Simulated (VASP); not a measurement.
Input of a VASP 6.6.1 run:

The input INCAR:

```
SYSTEM = Os
ALGO     = Normal         ! electronic algorithm
EDIFF    = 1E-6           ! SCF threshold, eV
ENCUT    = 520            ! plane-wave cutoff, eV
GGA      = CA             ! functional
ISIF     = 2              ! what is computed and relaxed
ISMEAR   = -1             ! smearing method
LASPH    = .TRUE.         ! aspherical terms in the spheres
LCHARG   = .FALSE.        ! write CHGCAR
LREAL    = .FALSE.        ! projectors in reciprocal space
LWAVE    = .FALSE.        ! write WAVECAR
NBANDS   = 15             ! bands
NELM     = 60             ! most SCF steps
PREC     = Accurate       ! precision mode
SIGMA    = 0.1            ! smearing width, eV
```

The input KPOINTS:

```
k-points
0
G
  22 22 12
  0 0 0
```

Contents of POSCAR:

```
Os
1.0
    2.7175247595      0.0000000000      0.0000000000
   -1.3587623798      2.3534454772      0.0000000000
    0.0000000000      0.0000000000      4.2844606206
Os
2
Direct
    0.3333333333      0.6666666667      0.2500000000
    0.6666666667      0.3333333333      0.7500000000
```

Potentials or basis: VASP PAW LDA potentials, release 64 (Os).

Run with:

```bash
$ cat potpaw_LDA.64/Os/POTCAR > POTCAR
$ mpirun -np 1 vasp_std > vasp.out
```

**Question.** What does it give for the band gap on the k mesh?

**Answer.** Zero (bands 8 and 9 overlap by 4.04 eV).

**Question.** Predict the pressure.

**Answer.** 1.1 GPa.

Stress tensor (GPa, compression positive):
```
0.77 0.00 0.00
0.00 0.77 0.00
0.00 0.00 1.60
```

Caveat: spin-orbit coupling is left out, which moves the levels of the heavy elements.
